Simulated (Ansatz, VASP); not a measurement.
**Nb: VASP beside Ansatz**

Contents of INCAR:

```
SYSTEM = Nb
ALGO = Fast
EDIFF = 1E-6
ENCUT = 520
GGA = PS
ISIF = 2
ISMEAR = 0
LASPH = .True.
LCHARG = .True.
LELF = .True.
LREAL = .False.
LVHAR = .True.
LWAVE = .False.
NBANDS = 12
NELM = 80
PREC = Accurate
SIGMA = 0.15
```

Contents of KPOINTS:

```
k-points
0
Gamma
  22 22 22
  0 0 0
```

Contents of POSCAR:

```
Nb
1.0
   -1.8444062953      1.6687485529      1.6687485529
    1.6687485529     -1.8444062953      1.6687485529
    1.6687485529      1.6687485529     -1.8444062953
Nb
1
Direct
    0.0000000000      0.0000000000      0.0000000000
```

Input for Ansatz:

```yaml
crystal:
  lattice:
    - [-1.8444062953, 1.6687485529, 1.6687485529]
    - [1.6687485529, -1.8444062953, 1.6687485529]
    - [1.6687485529, 1.6687485529, -1.8444062953]
  atoms:
    - { symbol: Nb, position: [0.0, 0.0, 0.0] }
basis:
  ecutwfc: 420
kpoints:
  mp_grid: { grid: [22, 22, 22] }
hamiltonian:
  xc: pbesol
scf:
  occupations: { method: gaussian, width: 0.15 }
output:
  forces: true
  stress: true
  eigenvalues: true
```

Alike in both runs: task single point; functional PBEsol; k mesh 22 × 22 × 22; occupations gaussian, width 0.15 eV; no spin polarisation.

|  | VASP | Ansatz |
| --- | --- | --- |
| version | VASP 6.6.1 | Ansatz 0.2.0 |
| potentials or method | VASP PAW PBE potentials, release 64 (Nb_sv), cutoff 520 eV | scalar-relativistic, plane waves, PAW |
| valence electrons in the cell | 13 | 13 |

|  | VASP | Ansatz | Ansatz less VASP |
| --- | --- | --- | --- |
| gap on the k mesh at the Fermi level (eV) | none | none | - |
| pressure (GPa) | -6.2 | -6.0 | +0.27 |
| traceless stress, the component that is largest in VASP (GPa) | 4.57 | 4.54 | -0.034 |

VASP's potentials were made for PBE, not for PBEsol. A gap of «none» marks a metal or a gap that the smearing closes.
